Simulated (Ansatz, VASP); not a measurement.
One calculation of C, two programs

```
CELL_PARAMETERS angstrom
0.00000 1.72990 1.78340
1.72990 0.00000 1.78340
1.72990 1.72990 0.00000
ATOMIC_POSITIONS crystal
C 0.50000 0.50000 0.50000
C 0.75000 0.75000 0.75000
```

Change from the starting cell: strain -0.030 along x and y, +0.000 along z, atoms carried along.

Alike in both runs: task single point; functional r2SCAN; k mesh 12 × 12 × 12; occupations gaussian, width 0.05 eV; no spin polarisation.

```csv
,VASP,Ansatz
version,VASP 6.6.1,Ansatz 0.2.0
potentials or method,"VASP PAW PBE potentials, release 64 (C), cutoff 520 eV","scalar-relativistic, plane waves, PAW"
valence electrons in the cell,8,8
```

Ansatz gave:

- gap on the k mesh at the Fermi level (eV): 4.10
- least direct gap on the mesh (eV): 5.75
- pressure (GPa): 27.7
- traceless stress, the component that is largest in VASP (GPa): -22.08

Question: Which values does VASP return?

Answer: gap on the k mesh at the Fermi level (eV): 4.07; least direct gap on the mesh (eV): 5.70; pressure (GPa): 29.0; traceless stress, the component that is largest in VASP (GPa): -22.04.

VASP's potentials were made for PBE, not for r2SCAN.
